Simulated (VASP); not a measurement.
# Be4Mo (P4mm) in VASP: further runs

The runs below take Be4Mo through single point, relaxation of cell and atoms, with PBE.

Program: VASP 6.6.1. These are calculated values, not measurements. Logs are shortened: lines on timing, memory, paths and dates and some standing lists are left out, and cuts for length are marked.

## (1) The cell of the first run

Symmetry: P4mm, No. 99, tetragonal system. Conventional cell: a = 3.480 Å, b = 3.480 Å, c = 3.620 Å, α = 90.00°, β = 90.00°, γ = 90.00°. Be (site symmetry 4mm) has 6 Be at 1.76 to 1.83 Å within 2.3 Å. Be (site symmetry 2mm) has 8 Be at 1.76 to 2.46 Å and 2 Mo at 2.36 Å within 2.5 Å. Within 2.5 Å of Be (site symmetry 4mm) lie 6 Be at 1.79 to 2.31 Å and 4 Mo at 2.46 Å. Within 3.1 Å of Mo (site symmetry 4mm) lie 20 Be at 2.36 to 3.09 Å.

## (2) Single point, PBE

The input, INCAR:

```
SYSTEM = Be4Mo
PREC = Accurate
ENCUT = 520
EDIFF = 1E-6
ISMEAR = 0
SIGMA = 0.1
LREAL = .FALSE.
LASPH = .TRUE.
NELM = 100
ALGO = Normal
ISIF = 2
LWAVE = .FALSE.
LCHARG = .FALSE.
GGA = PE
NBANDS = 19
```

The input, KPOINTS:

```
regular mesh
0
G
  6 6 6
  0 0 0
```

The input, POSCAR:

```
Be4Mo
1.0
    3.4795739300      0.0000000000      0.0000000000
    0.0000000000      3.4795739300      0.0000000000
    0.0000000000      0.0000000000      3.6195823800
Be Mo
4 1
Direct
    0.5000000000      0.5000000000      0.5319904400
    0.0000000000      0.5000000000      0.4574618100
    0.5000000000      0.5000000000      0.0373261200
    0.5000000000      0.0000000000      0.4574618100
    0.0000000000      0.0000000000      0.0157598200
```

Potentials or basis: VASP PAW PBE potentials, release 64 (Be, Mo_sv).

Started as:

```console
cat potpaw_PBE.64/Be/POTCAR potpaw_PBE.64/Mo_sv/POTCAR > POTCAR
mpirun -np 1 vasp_std > vasp.out
```

OUTCAR:

```text
SYSTEM = Be4Mo
   PREC = Accurate
   ENCUT = 520
   EDIFF = 1E-6
   ISMEAR = 0
   LREAL = .FALSE.
   LASPH = .TRUE.
   NELM = 100
   ISIF = 2
   GGA = PE

 ion  position               nearest neighbor table
   1  0.500  0.500  0.532-   2 1.76   4 1.76   4 1.76   2 1.76   3 1.79   3 1.83
   2  0.000  0.500  0.457-   1 1.76   1 1.76   3 2.31   3 2.31   5 2.36   5 2.36   5 2.67   5 2.67

   3  0.500  0.500  0.037-   1 1.79   1 1.83   4 2.31   2 2.31   4 2.31   2 2.31   5 2.46   5 2.46
                             5 2.46   5 2.46
   4  0.500  0.000  0.457-   1 1.76   1 1.76   3 2.31   3 2.31   5 2.36   5 2.36   5 2.67   5 2.67

   5  0.000  0.000  0.016-   2 2.36   4 2.36   2 2.36   4 2.36   3 2.46   3 2.46   3 2.46   3 2.46
                             2 2.67   4 2.67   4 2.67   2 2.67

  LATTYP: Found a simple tetragonal cell.
 ALAT       =     3.4795739300
 C/A-ratio  =     1.0402372396

  Lattice vectors:

 A1 = (   3.4795739300,   0.0000000000,   0.0000000000)
 A2 = (   0.0000000000,   3.4795739300,   0.0000000000)
 A3 = (   0.0000000000,   0.0000000000,   3.6195823800)

Analysis of symmetry for initial positions (statically):
=====================================================================
 Subroutine PRICEL returns:
 Original cell was already a primitive cell.

 Routine SETGRP: Setting up the symmetry group for a
 simple tetragonal supercell.

 Subroutine GETGRP returns: Found  8 space group operations
 (whereof  8 operations were pure point group operations)
 out of a pool of 16 trial point group operations.

The static configuration has the point symmetry C_4v.

Analysis of symmetry for dynamics (positions and initial velocities):
=====================================================================
 Subroutine PRICEL returns:
 Original cell was already a primitive cell.

 Routine SETGRP: Setting up the symmetry group for a
 simple tetragonal supercell.

 Subroutine GETGRP returns: Found  8 space group operations
 (whereof  8 operations were pure point group operations)
 out of a pool of 16 trial point group operations.

The dynamic configuration has the point symmetry C_4v.

 Subroutine INISYM returns: Found  8 space group operations
 (whereof  8 operations are pure point group operations),
 and found     1 'primitive' translations

----------------------------------------------------------------------------------------

                                     Primitive cell

  volume of cell :      43.8239

  direct lattice vectors                    reciprocal lattice vectors
     3.479573930  0.000000000  0.000000000     0.287391508  0.000000000  0.000000000
     0.000000000  3.479573930  0.000000000     0.000000000  0.287391508  0.000000000
     0.000000000  0.000000000  3.619582380     0.000000000  0.000000000  0.276274966

  length of vectors
     3.479573930  3.479573930  3.619582380     0.287391508  0.287391508  0.276274966

  position of ions in fractional coordinates (direct lattice)
     0.500000000  0.500000000  0.531990440
     0.000000000  0.500000000  0.457461810
     0.500000000  0.500000000  0.037326120
     0.500000000  0.000000000  0.457461810
     0.000000000  0.000000000  0.015759820

  ion indices of the primitive-cell ions
   primitive index   ion index
                 1           1
                 2           2
                 3           3
                 4           4
                 5           5

----------------------------------------------------------------------------------------

 KPOINTS: regular mesh

Automatic generation of k-mesh.
 Grid dimensions read from file:
 generate k-points for:    6    6    6

 Generating k-lattice:

  Cartesian coordinates                     Fractional coordinates (reciprocal lattice)
     0.047898585  0.000000000  0.000000000     0.166666667  0.000000000  0.000000000
     0.000000000  0.047898585  0.000000000     0.000000000  0.166666667  0.000000000
     0.000000000  0.000000000  0.046045828     0.000000000  0.000000000  0.166666667

  Length of vectors
     0.047898585  0.047898585  0.046045828

  Shift w.r.t. Gamma in fractional coordinates (k-lattice)
     0.000000000  0.000000000  0.000000000

 Subroutine IBZKPT returns following result:
 ===========================================

 Found     40 irreducible k-points:

 Following reciprocal coordinates:
            Coordinates               Weight
  0.000000  0.000000  0.000000      1.000000
  0.166667  0.000000  0.000000      4.000000
  0.333333  0.000000  0.000000      4.000000
  0.500000  0.000000  0.000000      2.000000
  0.166667  0.166667  0.000000      4.000000
  0.333333  0.166667  0.000000      8.000000
[... 16 lines left out ...]
  0.333333  0.000000  0.333333      8.000000
  0.500000  0.000000  0.333333      4.000000
 [... further k-points ...]
   k-points           NKPTS =     40   k-points in BZ     NKDIM =     40   number of bands    NBANDS=     19
   number of dos      NEDOS =    301   number of ions     NIONS =      5
   total plane-waves  NPLWV =  21952
   dimension x,y,z NGX =    28 NGY =   28 NGZ =   28
   dimension x,y,z NGXF=    56 NGYF=   56 NGZF=   56
   ions per type =               4   1
   NGX,Y,Z   is equivalent  to a cutoff of  13.38, 13.38, 12.86 a.u.
   NGXF,Y,Z  is equivalent  to a cutoff of  26.76, 26.76, 25.72 a.u.
 SYSTEM =  Be4Mo
   PREC   = accura    normal or accurate (medium, high low for compatibility)
   ISTART =      0    job   : 0-new  1-cont  2-samecut
   ICHARG =      2    charge: 1-file 2-atom 10-const
   ISPIN  =      1    spin polarized calculation?
   LNONCOLLINEAR =      F non collinear calculations
   LSORBIT =      F    spin-orbit coupling
   LASPH  =      T    aspherical Exc in radial PAW
   ENCUT  =  520.0 eV  38.22 Ry    6.18 a.u.   6.47  6.47  6.73*2*pi/ulx,y,z
   NELM   =    100;   NELMIN=  2; NELMDL= -5     # of ELM steps
   EDIFF  = 0.1E-05   stopping-criterion for ELM
   LREAL  =      F    real-space projection
   EDIFFG = 0.1E-04   stopping-criterion for IOM
   NSW    =      0    number of steps for IOM
   IBRION =     -1    ionic relax: 0-MD 1-quasi-New 2-CG
   NFREE  =      0    steps in history (QN), initial steepest desc. (CG)
   ISIF   =      2    stress and relaxation
   ISYM   =      2    0-nonsym 1-usesym 2-fastsym
   POTIM  = 0.5000    time-step for ionic-motion
   TEBEG  =    0.0;   TEEND  =   0.0 temperature during run
   PSTRESS=    0.0 pullay stress
   NELECT =      22.0000    total number of electrons
   NUPDOWN=      -1.0000    fix difference up-down
   EMIN   =  10.00;   EMAX   =-10.00  energy-range for DOS
   EFERMI =   0.00;   METHOD = LEGACY
   ISMEAR =     0;   SIGMA  =   0.10  broadening in eV -4-tet -1-fermi 0-gaus
   EFERMI_NEDOS =   21; number of points for ismear=-14 and -15
   IALGO  =     38    algorithm
   IMIX   =      4    mixing-type and parameters
     AMIX     =   0.40;   BMIX     =  1.00
     AMIX_MAG =   1.60;   BMIX_MAG =  1.00
  volume/ion in A,a.u.               =       8.76        59.15
  Fermi-wavevector in a.u.,A,eV,Ry     =   1.301105  2.458731 23.032936  1.692873
  Thomas-Fermi vector in A             =   2.432260
   LORBIT       =      0    0 simple, 1 ext, 2 COOP (PROOUT), +10 PAW based schemes
   GGA     = PE    functional components
   LHFCALC =     F    Hartree Fock is set to
   AEXX    =    0.0000 exact exchange contribution
   IVDW    =     0    specifies the selected vdW correction
   LEPSILON=     F    determine dielectric tensor
   LRPA    =     F    only Hartree local field effects (RPA)
 non-spin polarized calculation
 Gauss-broadening in eV      SIGMA  =   0.10
  energy-cutoff  :      520.00
  volume of cell :       43.82
 maximum number of plane-waves:      1209
 NGX is ok and might be reduce to    28
   NGX = 13   NGY = 13   NGZ = 13

 number of electron      22.0000000 magnetization

 Free energy of the ion-electron system (eV)
  ---------------------------------------------------
  ext. energy  EPLUGINS =         0.00000000
  ---------------------------------------------------
  free energy    TOTEN  =       -22.96361044 eV

  energy without entropy =      -22.95192372  energy(sigma->0) =      -22.95776708

 E-fermi :   9.5029     XC(G=0): -11.7956

 val. band max:        9.4654288405   @ k =   0.3333   0.0000   0.3333
 cond. band min:       9.5272702674   @ k =   0.3333   0.0000   0.5000
 fundamental gap:      0.0618414269
 Fermi energy:         9.5029371554

 k-point     1 :       0.0000    0.0000    0.0000
  band No.  band energies     occupation
      1     -51.6190      2.00000
      2     -25.7575      2.00000
      3     -25.7091      2.00000
      4     -25.7091      2.00000
      5      -0.9890      2.00000
      6       5.5776      2.00000
[... 11 lines left out ...]
     18      17.0608      0.00000
     19      17.7607      0.00000

 k-point     2 :       0.1667    0.0000    0.0000
  band No.  band energies     occupation
      1     -51.6176      2.00000
      2     -25.7548      2.00000
      3     -25.7349      2.00000
      4     -25.7063      2.00000
      5      -0.6927      2.00000
      6       4.4752      2.00000
[... 11 lines left out ...]
     18      16.9589      0.00000
     19      17.0751      0.00000

 k-point     3 :       0.3333    0.0000    0.0000
  band No.  band energies     occupation
      1     -51.6148      2.00000
      2     -25.7862      2.00000
      3     -25.7494      2.00000
      4     -25.7005      2.00000
      5       0.1416      2.00000
      6       2.9030      2.00000
[... 11 lines left out ...]
     18      16.0825      0.00000
     19      18.9112      0.00000

 k-point     4 :       0.5000    0.0000    0.0000
  band No.  band energies     occupation
      1     -51.6134      2.00000
      2     -25.8117      2.00000
      3     -25.7468      2.00000
      4     -25.6977      2.00000
      5       1.3627      2.00000
      6       1.4171      2.00000
[... 11 lines left out ...]
     18      16.1278      0.00000
     19      19.0319      0.00000

 k-point     5 :       0.1667    0.1667    0.0000
  band No.  band energies     occupation
      1     -51.6162      2.00000
      2     -25.7522      2.00000
      3     -25.7325      2.00000
      4     -25.7319      2.00000
      5      -0.4043      2.00000
      6       4.3750      2.00000
[... 11 lines left out ...]
     18      16.7551      0.00000
     19      17.0165      0.00000

 k-point     6 :       0.3333    0.1667    0.0000
  band No.  band energies     occupation
      1     -51.6134      2.00000
      2     -25.7838      2.00000
      3     -25.7469      2.00000
      4     -25.7267      2.00000
      5       0.3962      2.00000
      6       3.0238      2.00000
[... 11 lines left out ...]
     18      16.6987      0.00000
     19      17.8039      0.00000

 k-point     7 :       0.5000    0.1667    0.0000
  band No.  band energies     occupation
      1     -51.6120      2.00000
      2     -25.8093      2.00000
      3     -25.7443      2.00000
      4     -25.7240      2.00000
      5       1.4060      2.00000
      6       1.7863      2.00000
[... 11 lines left out ...]
     18      16.7897      0.00000
     19      19.1934      0.00000

 k-point     8 :       0.3333    0.3333    0.0000
  band No.  band energies     occupation
      1     -51.6106      2.00000
      2     -25.7790      2.00000
      3     -25.7785      2.00000
      4     -25.7417      2.00000
      5       1.0243      2.00000
      6       3.1001      2.00000
[... 256 lines left out ...]
 k-point    20 :       0.5000    0.5000    0.1667
  band No.  band energies     occupation
      1     -51.6069      2.00000
      2     -25.8008      2.00000
      3     -25.8008      2.00000
      4     -25.7541      2.00000
      5       1.7577      2.00000
      6       4.1512      2.00000
[... 11 lines left out ...]
     18      18.6019      0.00000
     19      19.3125      0.00000

 k-point    21 :       0.0000    0.0000    0.3333
  band No.  band energies     occupation
      1     -51.6166      2.00000
      2     -25.8078      2.00000
      3     -25.7037      2.00000
      4     -25.7037      2.00000
      5       0.0529      2.00000
      6       2.7440      2.00000
[... 11 lines left out ...]
     18      15.6395      0.00000
     19      18.9993      0.00000

 k-point    22 :       0.1667    0.0000    0.3333
  band No.  band energies     occupation
      1     -51.6152      2.00000
      2     -25.8054      2.00000
      3     -25.7297      2.00000
      4     -25.7009      2.00000
      5       0.3075      2.00000
      6       2.8837      2.00000
[... 11 lines left out ...]
     18      16.5063      0.00000
     19      17.9153      0.00000

 k-point    23 :       0.3333    0.0000    0.3333
  band No.  band energies     occupation
      1     -51.6124      2.00000
      2     -25.8005      2.00000
      3     -25.7815      2.00000
      4     -25.6954      2.00000
      5       0.9411      2.00000
      6       3.0129      2.00000
[... 11 lines left out ...]
     18      16.9092      0.00000
     19      17.6467      0.00000

 k-point    24 :       0.5000    0.0000    0.3333
  band No.  band energies     occupation
      1     -51.6110      2.00000
      2     -25.8072      2.00000
      3     -25.7980      2.00000
      4     -25.6926      2.00000
      5       1.4349      2.00000
      6       2.6826      2.00000
[... 11 lines left out ...]
     18      16.3998      0.00000
     19      18.4993      0.00000

 [... further k-points ...]

------------------------ aborting loop because EDIFF is reached ----------------------------------------

  FORCE on cell =-STRESS in cart. coord.  units (eV):
  Direction    XX          YY          ZZ          XY          YZ          ZX
  --------------------------------------------------------------------------------------
  -------------------------------------------------------------------------------------
  Total        7.1204331      7.1204331      4.6745854      0.0000000      0.0000000      0.0000000
  in kB      260.3193151    260.3193151    170.9004001      0.0000000      0.0000000      0.0000000
  external PRESSURE =     230.5130101 kB  Pullay stress =       0.0000000 kB

 VOLUME and BASIS-vectors are now :
 -----------------------------------------------------------------------------
  energy-cutoff  :      520.00
  volume of cell :       43.82
      direct lattice vectors                 reciprocal lattice vectors
     3.479573930  0.000000000  0.000000000     0.287391508  0.000000000  0.000000000
     0.000000000  3.479573930  0.000000000     0.000000000  0.287391508  0.000000000
     0.000000000  0.000000000  3.619582380     0.000000000  0.000000000  0.276274966

 POSITION                                       TOTAL-FORCE (eV/Angst)
 -----------------------------------------------------------------------------------
      1.73979      1.73979      1.92558         0.000000      0.000000      2.100997
      0.00000      1.73979      1.65582         0.000000     -0.000000      0.509862
      1.73979      1.73979      0.13510         0.000000      0.000000      0.191521
      1.73979      0.00000      1.65582        -0.000000     -0.000000      0.509862
      0.00000      0.00000      0.05704        -0.000000     -0.000000     -3.312243
 -----------------------------------------------------------------------------------
    total drift:                               -0.000000     -0.000000      0.000228

  FREE ENERGIE OF THE ION-ELECTRON SYSTEM (eV)
  ---------------------------------------------------
  free  energy   TOTEN  =       -22.9636104424 eV

  energy  without entropy=      -22.9519237176  energy(sigma->0) =      -22.95776708
```

Wall time 12 s (1 thread of Intel Xeon 6975P-C (Granite Rapids), shared host); peak memory 0.17 GiB.

Results:

* Free energy: -22.9636 eV
* Pressure: 23.1 GPa
* Largest force: 3.312 eV/Å
* Band gap on the k mesh: zero (bands 11 and 12 overlap by 1.06 eV)

Forces in eV/Å, atoms in the order of the input:
```
Be   0.000  0.000  2.101
Be   0.000  0.000  0.510
Be   0.000  0.000  0.192
Be   0.000  0.000  0.510
Mo   0.000  0.000 -3.312
```

Caveat: the stress differs along the axes, from 17 to 26 GPa; forces of over 1 eV/Å act on the atoms, so gaps and moduli don't describe the material at rest.

## (3) Relaxation of cell and atoms, PBE

The input, INCAR:

```
SYSTEM = Be4Mo
PREC     = Accurate       ! precision mode
ENCUT    = 600            ! plane-wave cutoff, eV
EDIFF    = 1E-6           ! SCF threshold, eV
ISMEAR   = 0              ! smearing method
SIGMA    = 0.1            ! smearing width, eV
LREAL    = .FALSE.        ! projectors in reciprocal space
LASPH    = .TRUE.         ! aspherical terms in the spheres
NELM     = 80             ! most SCF steps
ALGO     = Normal         ! electronic algorithm
ISIF     = 3              ! what is computed and relaxed
LWAVE    = .FALSE.        ! write WAVECAR
LCHARG   = .FALSE.        ! write CHGCAR
GGA      = PE             ! functional
IBRION   = 2              ! ionic algorithm
NSW      = 90             ! ionic steps
EDIFFG   = -0.04          ! ionic threshold
```

The input, KPOINTS:

```
Automatic mesh
0
G
  6 6 6
  0 0 0
```

POSCAR is that of step 2.

Potentials or basis: VASP PAW PBE potentials, release 64 (Be, Mo_sv).

Started as:

```console
cat potpaw_PBE.64/Be/POTCAR potpaw_PBE.64/Mo_sv/POTCAR > POTCAR
mpirun -np 1 vasp_std > vasp.out
```

Run time: 2.8 min. Hardware: 1 thread of Intel Xeon 6975P-C (Granite Rapids), shared host; peak memory 0.18 GiB.

It converged, with:

| Item | Value |
| --- | --- |
| Free energy | -26.6294 eV |
| Relaxed volume | 9.35 Å³/atom |
| Relaxed cell | a = 3.249 Å, b = 3.249 Å, c = 4.428 Å, α = 90.00°, β = 90.00°, γ = 90.00° |
| Space group after relaxing (to 0.1 Å) | P4/mmm (No. 123) |
| Energy gained by relaxing | 733.1 meV/atom |
| Ionic steps | 22 |
| Pressure after relaxing | 0.0 GPa |
| Largest force after relaxing | 0.012 eV/Å |
| Band gap on the k mesh | zero (bands 11 and 12 overlap by 1.32 eV) |

Forces on the atoms (eV/Å):
```
Be   0.000  0.000 -0.002
Be   0.000  0.000  0.003
Be   0.000  0.000  0.008
Be   0.000  0.000  0.003
Mo   0.000  0.000 -0.012
```

Stress tensor (GPa, compression positive):
```
 0.07  0.00  0.00
 0.00  0.07  0.00
 0.00  0.00 -0.02
```

Step by step:
```tsv
step	energy change (eV)	largest force (eV/Å)	pressure (GPa)	volume (Å³)
1	0.0000	3.3124	23.01	43.82
2	-0.7839	2.1585	-7.22	52.29
3	-0.7949	1.9628	-4.61	51.18
4	-1.2340	1.9986	-5.55	51.09
5	-1.8429	3.7284	-3.30	50.80
6	-1.8695	3.5803	-4.61	50.87
7	-2.0362	3.2667	-4.24	50.60
8	-2.3696	2.9144	-2.41	49.75
9	-1.7144	5.4586	7.27	47.96
10	-2.3907	3.4266	-1.42	49.47
11	-2.6479	3.0586	-2.58	49.28
12	-3.2053	1.9825	-4.43	48.67
13	-3.4139	2.5725	0.03	47.27
14	-3.4763	1.8090	-2.71	47.76
15	-3.6016	0.9697	-0.99	47.12
16	-3.6415	0.4211	0.85	46.57
17	-3.6421	0.4299	1.14	46.49
18	-3.6564	0.2511	0.23	46.72
19	-3.6628	0.1999	-0.81	47.01
20	-3.6650	0.1144	-0.13	46.81
21	-3.6654	0.0570	0.33	46.67
22	-3.6656	0.0118	0.04	46.75
```

Final structure:
```cif
data_structure
_symmetry_space_group_name_H-M 'P 1'
_symmetry_Int_Tables_number 1
_cell_length_a 3.2494
_cell_length_b 3.2494
_cell_length_c 4.4278
_cell_angle_alpha 90.000
_cell_angle_beta 90.000
_cell_angle_gamma 90.000
_cell_volume 46.75
loop_
_atom_site_label
_atom_site_type_symbol
_atom_site_fract_x
_atom_site_fract_y
_atom_site_fract_z
_atom_site_occupancy
Be1 Be 0.50000 0.50000 0.68169 1
Be2 Be 0.00000 0.50000 0.39992 1
Be3 Be 0.50000 0.50000 0.11826 1
Be4 Be 0.50000 0.00000 0.39992 1
Mo1 Mo 0.00000 0.00000 0.90021 1
```

Levels at points of the mesh, in eV from the Fermi level:
```csv
k point,band 8,band 9,band 10,band 11,band 12,band 13,band 14,band 15
"(0.00, 0.00, 0.00)",-2.37,-0.39,-0.39,-0.12,-0.12,1.06,1.63,6.45
"(0.50, 0.00, 0.00)",-2.47,-1.98,-1.77,-0.54,0.60,2.40,4.06,5.09
"(0.50, 0.50, 0.00)",-3.23,-3.23,-3.21,-3.21,2.49,3.28,4.67,6.19
"(0.00, 0.00, 0.50)",-1.87,-1.82,-1.82,1.09,3.63,3.63,3.75,3.75
"(0.50, 0.00, 0.50)",-3.89,-1.51,-0.47,-0.05,0.22,2.19,2.67,3.18
"(0.50, 0.50, 0.50)",-4.27,-2.27,-1.82,-1.82,0.37,2.51,4.08,4.08
```

Caveat: a cell axis changed by over 15 % at a fixed basis, so the end point is rough.

The gap in the log of VASP goes by the Fermi energy; the results here count the filled bands.